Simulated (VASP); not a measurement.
# GeSb4Te7 (P-3m1) in VASP: single point with PBE

Aim: the single point of GeSb4Te7 with PBE.

Program: VASP 6.6.1. These are calculated values, not measurements. Logs are shortened: lines on timing, memory, paths and dates and some standing lists are left out, and cuts for length are marked.

## Step 1: The cell of the first run

Symmetry: P-3m1, No. 164, trigonal system. Conventional cell: a = 4.320 Å, b = 4.320 Å, c = 24.561 Å, α = 90.00°, β = 90.00°, γ = 120.00°. Within 4.0 Å of Ge (site symmetry -3m) lie 6 Te at 3.02 Å. Sb (site symmetry 3m) has 6 Te at 3.02 to 3.20 Å within 4.0 Å. Within 4.0 Å of Sb (site symmetry 3m) lie 6 Te at 3.02 to 3.21 Å. Te (site symmetry 3m) has 3 Sb at 3.02 Å and 3 Te at 4.02 Å within 4.1 Å. Te (site symmetry 3m) has 3 Sb at 3.02 Å and 3 Te at 4.02 Å within 4.1 Å. Within 4.0 Å of Te (site symmetry 3m) lie 3 Ge at 3.02 Å and 3 Sb at 3.21 Å. Within 4.5 Å of Te (site symmetry -3m) lie 6 Sb at 3.20 Å and 12 Te at 4.32 to 4.47 Å.

## Step 2: Single point, PBE

File INCAR:

```
SYSTEM = GeSb4Te7
PREC     = Accurate       ! precision mode
ENCUT    = 520            ! plane-wave cutoff, eV
EDIFF    = 1E-6           ! SCF threshold, eV
ISMEAR   = 0              ! smearing method
SIGMA    = 0.02           ! smearing width, eV
LREAL    = .False.        ! projectors in reciprocal space
LASPH    = .True.         ! aspherical terms in the spheres
NELM     = 60             ! most SCF steps
ALGO     = Normal         ! electronic algorithm
ISIF     = 2              ! what is computed and relaxed
LWAVE    = .False.        ! write WAVECAR
LCHARG   = .False.        ! write CHGCAR
GGA      = PE             ! functional
NBANDS   = 50             ! bands
```

File KPOINTS:

```
regular mesh
0
Gamma
  9 9 2
  0 0 0
```

File POSCAR:

```
GeSb4Te7
1.0
    4.3195762133      0.0000000000      0.0000000000
   -2.1597881067      3.7408627343      0.0000000000
    0.0000000000      0.0000000000     24.5613487811
Ge Sb Te
1 4 7
Direct
    0.0000000000      0.0000000000      0.5000000000
    0.6666666667      0.3333333333      0.9186676502
    0.3333333333      0.6666666667      0.3486979583
    0.3333333333      0.6666666667      0.0813323498
    0.6666666667      0.3333333333      0.6513020417
    0.3333333333      0.6666666667      0.8490793282
    0.6666666667      0.3333333333      0.1509206718
    0.0000000000      0.0000000000      0.7206131967
    0.6666666667      0.3333333333      0.4309380597
    0.3333333333      0.6666666667      0.5690619403
    0.0000000000      0.0000000000      0.0000000000
    0.0000000000      0.0000000000      0.2793868033
```

Potentials or basis: VASP PAW PBE potentials, release 64 (Ge_d, Sb, Te).

Command:

```console
cat potpaw_PBE.64/Ge_d/POTCAR potpaw_PBE.64/Sb/POTCAR potpaw_PBE.64/Te/POTCAR > POTCAR
mpirun -np 1 vasp_std > vasp.out
```

OUTCAR:

```text
SYSTEM = GeSb4Te7
   PREC = Accurate
   ENCUT = 520
   EDIFF = 1E-6
   ISMEAR = 0
   LREAL = .False.
   LASPH = .True.
   NELM = 60
   ISIF = 2
   GGA = PE

 ion  position               nearest neighbor table
   1  0.000  0.000  0.500-   9 3.02  10 3.02   9 3.02  10 3.02   9 3.02  10 3.02
   2  0.667  0.333  0.919-   6 3.02   6 3.02   6 3.02  11 3.20  11 3.20  11 3.20
   3  0.333  0.667  0.349-  12 3.02  12 3.02  12 3.02   9 3.21   9 3.21   9 3.21
   4  0.333  0.667  0.081-   7 3.02   7 3.02   7 3.02  11 3.20  11 3.20  11 3.20
   5  0.667  0.333  0.651-   8 3.02   8 3.02   8 3.02  10 3.21  10 3.21  10 3.21
   6  0.333  0.667  0.849-   2 3.02   2 3.02   2 3.02
   7  0.667  0.333  0.151-   4 3.02   4 3.02   4 3.02
   8  0.000  0.000  0.721-   5 3.02   5 3.02   5 3.02
   9  0.667  0.333  0.431-   1 3.02   1 3.02   1 3.02   3 3.21   3 3.21   3 3.21
  10  0.333  0.667  0.569-   1 3.02   1 3.02   1 3.02   5 3.21   5 3.21   5 3.21
  11  0.000  0.000  0.000-   2 3.20   4 3.20   2 3.20   4 3.20   2 3.20   4 3.20
  12  0.000  0.000  0.279-   3 3.02   3 3.02   3 3.02

  LATTYP: Found a hexagonal cell.
 ALAT       =     4.3195762133
 C/A-ratio  =     5.6860551981

  Lattice vectors:

 A1 = (   4.3195762133,   0.0000000000,   0.0000000000)
 A2 = (  -2.1597881067,   3.7408627343,   0.0000000000)
 A3 = (   0.0000000000,   0.0000000000,  24.5613487811)

Analysis of symmetry for initial positions (statically):
=====================================================================
 Subroutine PRICEL returns:
 Original cell was already a primitive cell.

 Routine SETGRP: Setting up the symmetry group for a
 hexagonal supercell.

 Subroutine GETGRP returns: Found 12 space group operations
 (whereof 12 operations were pure point group operations)
 out of a pool of 24 trial point group operations.

The static configuration has the point symmetry D_3d.

Analysis of symmetry for dynamics (positions and initial velocities):
=====================================================================
 Subroutine PRICEL returns:
 Original cell was already a primitive cell.

 Routine SETGRP: Setting up the symmetry group for a
 hexagonal supercell.

 Subroutine GETGRP returns: Found 12 space group operations
 (whereof 12 operations were pure point group operations)
 out of a pool of 24 trial point group operations.

The dynamic configuration has the point symmetry D_3d.

 Subroutine INISYM returns: Found 12 space group operations
 (whereof 12 operations are pure point group operations),
 and found     1 'primitive' translations

----------------------------------------------------------------------------------------

                                     Primitive cell

  volume of cell :     396.8854

  direct lattice vectors                    reciprocal lattice vectors
     4.319576213  0.000000000  0.000000000     0.231504192  0.133659007  0.000000000
    -2.159788107  3.740862734  0.000000000     0.000000000  0.267318015  0.000000000
     0.000000000  0.000000000 24.561348781     0.000000000  0.000000000  0.040714376

  length of vectors
     4.319576213  4.319576213 24.561348781     0.267318015  0.267318015  0.040714376

  position of ions in fractional coordinates (direct lattice)
     0.000000000  0.000000000  0.500000000
     0.666666667  0.333333333  0.918667650
     0.333333333  0.666666667  0.348697958
     0.333333333  0.666666667  0.081332350
     0.666666667  0.333333333  0.651302042
     0.333333333  0.666666667  0.849079328
     0.666666667  0.333333333  0.150920672
     0.000000000  0.000000000  0.720613197
     0.666666667  0.333333333  0.430938060
     0.333333333  0.666666667  0.569061940
     0.000000000  0.000000000  0.000000000
     0.000000000  0.000000000  0.279386803

  ion indices of the primitive-cell ions
   primitive index   ion index
                 1           1
                 2           2
                 3           3
                 4           4
                 5           5
                 6           6
                 7           7
                 8           8
                 9           9
                10          10
                11          11
                12          12

----------------------------------------------------------------------------------------

 KPOINTS: regular mesh

Automatic generation of k-mesh.
 Grid dimensions read from file:
 generate k-points for:    9    9    2

 Generating k-lattice:

  Cartesian coordinates                     Fractional coordinates (reciprocal lattice)
     0.025722688  0.014851001  0.000000000     0.111111111 -0.000000000  0.000000000
     0.000000000  0.029702002  0.000000000     0.000000000  0.111111111  0.000000000
     0.000000000  0.000000000  0.020357188     0.000000000  0.000000000  0.500000000

  Length of vectors
     0.029702002  0.029702002  0.020357188

  Shift w.r.t. Gamma in fractional coordinates (k-lattice)
     0.000000000  0.000000000  0.000000000

 Subroutine IBZKPT returns following result:
 ===========================================

 Found     24 irreducible k-points:

 Following reciprocal coordinates:
            Coordinates               Weight
  0.000000  0.000000  0.000000      1.000000
  0.111111  0.000000  0.000000      6.000000
  0.222222  0.000000  0.000000      6.000000
  0.333333  0.000000  0.000000      6.000000
  0.444444  0.000000  0.000000      6.000000
  0.111111  0.111111  0.000000      6.000000
[... 16 lines left out ...]
  0.333333  0.222222  0.500000     12.000000
  0.333333  0.333333  0.500000      2.000000
   k-points           NKPTS =     24   k-points in BZ     NKDIM =     24   number of bands    NBANDS=     50
   number of dos      NEDOS =    301   number of ions     NIONS =     12
   total plane-waves  NPLWV = 196608
   dimension x,y,z NGX =    32 NGY =   32 NGZ =  192
   dimension x,y,z NGXF=    64 NGYF=   64 NGZF=  384
   ions per type =               1   4   7
   NGX,Y,Z   is equivalent  to a cutoff of  12.32, 12.32, 13.00 a.u.
   NGXF,Y,Z  is equivalent  to a cutoff of  24.63, 24.63, 25.99 a.u.
 SYSTEM =  GeSb4Te7
   PREC   = accura    normal or accurate (medium, high low for compatibility)
   ISTART =      0    job   : 0-new  1-cont  2-samecut
   ICHARG =      2    charge: 1-file 2-atom 10-const
   ISPIN  =      1    spin polarized calculation?
   LNONCOLLINEAR =      F non collinear calculations
   LSORBIT =      F    spin-orbit coupling
   LASPH  =      T    aspherical Exc in radial PAW
   ENCUT  =  520.0 eV  38.22 Ry    6.18 a.u.   8.03  8.03 45.67*2*pi/ulx,y,z
   NELM   =     60;   NELMIN=  2; NELMDL= -5     # of ELM steps
   EDIFF  = 0.1E-05   stopping-criterion for ELM
   LREAL  =      F    real-space projection
[... 7 lines left out ...]
   TEBEG  =    0.0;   TEEND  =   0.0 temperature during run
   PSTRESS=    0.0 pullay stress
   NELECT =      76.0000    total number of electrons
   NUPDOWN=      -1.0000    fix difference up-down
   EMIN   =  10.00;   EMAX   =-10.00  energy-range for DOS
   EFERMI =   0.00;   METHOD = LEGACY
   ISMEAR =     0;   SIGMA  =   0.02  broadening in eV -4-tet -1-fermi 0-gaus
   EFERMI_NEDOS =   21; number of points for ismear=-14 and -15
   IALGO  =     38    algorithm
   IMIX   =      4    mixing-type and parameters
     AMIX     =   0.40;   BMIX     =  1.00
     AMIX_MAG =   1.60;   BMIX_MAG =  1.00
  volume/ion in A,a.u.               =      33.07       223.19
  Fermi-wavevector in a.u.,A,eV,Ry     =   0.943607  1.783158 12.114539  0.890393
  Thomas-Fermi vector in A             =   2.071330
   LORBIT       =      0    0 simple, 1 ext, 2 COOP (PROOUT), +10 PAW based schemes
   GGA     = PE    functional components
   LHFCALC =     F    Hartree Fock is set to
   AEXX    =    0.0000 exact exchange contribution
   IVDW    =     0    specifies the selected vdW correction
   LEPSILON=     F    determine dielectric tensor
   LRPA    =     F    only Hartree local field effects (RPA)
 non-spin polarized calculation
 Gauss-broadening in eV      SIGMA  =   0.02
  energy-cutoff  :      520.00
  volume of cell :      396.89
 maximum number of plane-waves:     10722
   NGX = 17   NGY = 17   NGZ = 91

 number of electron      75.9999996 magnetization

 Free energy of the ion-electron system (eV)
  ---------------------------------------------------
  ext. energy  EPLUGINS =         0.00000000
  ---------------------------------------------------
  free energy    TOTEN  =       -44.53878830 eV

  energy without entropy =      -44.53878830  energy(sigma->0) =      -44.53878830

 E-fermi :   5.7866     XC(G=0):  -9.0845

 val. band max:        5.7020626090   @ k =   0.0000   0.0000   0.5000
 cond. band min:       6.0580784299   @ k =   0.0000   0.0000   0.5000
 fundamental gap:      0.3560158209
 Fermi energy:         5.7866256768

 k-point     1 :       0.0000    0.0000    0.0000
  band No.  band energies     occupation
      1     -19.0529      2.00000
      2     -19.0529      2.00000
      3     -19.0498      2.00000
      4     -19.0471      2.00000
      5     -19.0471      2.00000
      6      -7.1244      2.00000
[... 42 lines left out ...]
     49       7.4868      0.00000
     50       7.5181      0.00000

 k-point     2 :       0.1111    0.0000    0.0000
  band No.  band energies     occupation
      1     -19.0531      2.00000
      2     -19.0528      2.00000
      3     -19.0497      2.00000
      4     -19.0471      2.00000
      5     -19.0469      2.00000
      6      -7.0168      2.00000
[... 42 lines left out ...]
     49       7.6918      0.00000
     50       8.1020      0.00000

 k-point     3 :       0.2222    0.0000    0.0000
  band No.  band energies     occupation
      1     -19.0538      2.00000
      2     -19.0527      2.00000
      3     -19.0494      2.00000
      4     -19.0471      2.00000
      5     -19.0464      2.00000
      6      -6.7016      2.00000
[... 42 lines left out ...]
     49       8.1574      0.00000
     50       8.7599      0.00000

 k-point     4 :       0.3333    0.0000    0.0000
  band No.  band energies     occupation
      1     -19.0545      2.00000
      2     -19.0526      2.00000
      3     -19.0491      2.00000
      4     -19.0471      2.00000
      5     -19.0459      2.00000
      6      -6.2082      2.00000
[... 999 lines left out ...]
 k-point    23 :       0.3333    0.2222    0.5000
  band No.  band energies     occupation
      1     -19.0544      2.00000
      2     -19.0532      2.00000
      3     -19.0486      2.00000
      4     -19.0467      2.00000
      5     -19.0459      2.00000
      6      -5.3910      2.00000
[... 42 lines left out ...]
     49       9.2236      0.00000
     50       9.6997      0.00000

 k-point    24 :       0.3333    0.3333    0.5000
  band No.  band energies     occupation
      1     -19.0539      2.00000
      2     -19.0539      2.00000
      3     -19.0485      2.00000
      4     -19.0463      2.00000
      5     -19.0463      2.00000
      6      -5.1029      2.00000
[... 42 lines left out ...]
     49       9.5644      0.00000
     50       9.5644      0.00000

------------------------ aborting loop because EDIFF is reached ----------------------------------------

  FORCE on cell =-STRESS in cart. coord.  units (eV):
  Direction    XX          YY          ZZ          XY          YZ          ZX
  --------------------------------------------------------------------------------------
  -------------------------------------------------------------------------------------
  Total       -0.0155764     -0.0155764     -0.0332212      0.0000000      0.0000000     -0.0000000
  in kB       -0.0628799     -0.0628799     -0.1341098      0.0000000      0.0000000     -0.0000000
  external PRESSURE =      -0.0866232 kB  Pullay stress =       0.0000000 kB

 VOLUME and BASIS-vectors are now :
 -----------------------------------------------------------------------------
  energy-cutoff  :      520.00
  volume of cell :      396.89
      direct lattice vectors                 reciprocal lattice vectors
     4.319576213  0.000000000  0.000000000     0.231504192  0.133659007  0.000000000
    -2.159788107  3.740862734  0.000000000     0.000000000  0.267318015  0.000000000
     0.000000000  0.000000000 24.561348781     0.000000000  0.000000000  0.040714376

 POSITION                                       TOTAL-FORCE (eV/Angst)
 -----------------------------------------------------------------------------------
      0.00000      0.00000     12.28067         0.000000      0.000000      0.000000
      2.15979      1.24695     22.56372         0.000000      0.000000      0.023046
     -0.00000      2.49391      8.56449        -0.000000      0.000000      0.021623
     -0.00000      2.49391      1.99763        -0.000000      0.000000     -0.023046
      2.15979      1.24695     15.99686        -0.000000     -0.000000     -0.021623
     -0.00000      2.49391     20.85453        -0.000000      0.000000     -0.014558
      2.15979      1.24695      3.70682         0.000000     -0.000000      0.014558
      0.00000      0.00000     17.69923        -0.000000      0.000000      0.013736
      2.15979      1.24695     10.58442        -0.000000      0.000000     -0.008246
     -0.00000      2.49391     13.97693         0.000000     -0.000000      0.008246
      0.00000      0.00000      0.00000         0.000000      0.000000      0.000000
      0.00000      0.00000      6.86212         0.000000     -0.000000     -0.013736
 -----------------------------------------------------------------------------------
    total drift:                                0.000000     -0.000000      0.000000

  FREE ENERGIE OF THE ION-ELECTRON SYSTEM (eV)
  ---------------------------------------------------
  free  energy   TOTEN  =       -44.5387883024 eV

  energy  without entropy=      -44.5387883024  energy(sigma->0) =      -44.53878830
```

Run time: 9.9 min. Hardware: 1 thread of Intel Xeon Platinum 8488C (Sapphire Rapids), shared host; peak memory 0.73 GiB.

Results:

| Property | Result |
| --- | --- |
| Free energy | -44.5388 eV |
| Pressure | 0.0 GPa |
| Largest force | 0.023 eV/Å |
| Band gap on the k mesh | 0.36 eV |

Forces on the atoms (eV/Å):
```
Ge   0.000  0.000  0.000
Sb   0.000  0.000  0.023
Sb   0.000  0.000  0.022
Sb   0.000  0.000 -0.023
Sb   0.000  0.000 -0.022
Te   0.000  0.000 -0.015
Te   0.000  0.000  0.015
Te   0.000  0.000  0.014
Te   0.000  0.000 -0.008
Te   0.000  0.000  0.008
Te   0.000  0.000  0.000
Te   0.000  0.000 -0.014
```

Caveat: spin-orbit coupling is left out, which moves the levels of the heavy elements; this functional lacks dispersion, which binds layers or chains, so the pressure and a relaxed spacing across them are unreliable. A k mesh can miss the band edges.
